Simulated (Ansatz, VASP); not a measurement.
# Al3GaAs4: VASP beside Ansatz

```
Al Ga As
1.0
     5.72970    0.00000    0.00000
     0.00000    5.72970    0.00000
     0.00000    0.00000    5.72970
Al Ga As
3 1 4
Direct
  0.00000 0.50000 0.50000
  0.50000 0.00000 0.50000
  0.50000 0.50000 0.00000
  0.00000 0.00000 0.00000
  0.25088 0.25088 0.74912
  0.25088 0.74912 0.25088
  0.74912 0.25088 0.25088
  0.74912 0.74912 0.74912
```

Alike in both runs: functional PBE; k mesh 4 × 4 × 4; occupations gaussian, width 0.1 eV; no spin polarisation.

Ansatz relaxed the structure, and its values are those at the end. VASP's run is a single point on that final structure, the one shown.

```csv
,VASP,Ansatz
version,VASP 6.6.1,Ansatz 0.2.0
potentials or method,"VASP PAW PBE potentials, release 64 (Al, Ga_d, As), cutoff 520 eV","scalar-relativistic, plane waves, PAW"
valence electrons in the cell,42,82
```

```csv
,VASP,Ansatz,Ansatz less VASP
gap on the k mesh at the Fermi level (eV),1.03,1.04,+0.005
least direct gap on the mesh (eV),1.17,1.17,0.000
pressure (GPa),0.3,0.1,-0.16
```

The functional is the same, so the differences come from potentials, cutoffs and numerics. VASP's potentials hold 42 valence electrons a cell and Ansatz's 82, so a difference there can come from the potentials and not from the codes.
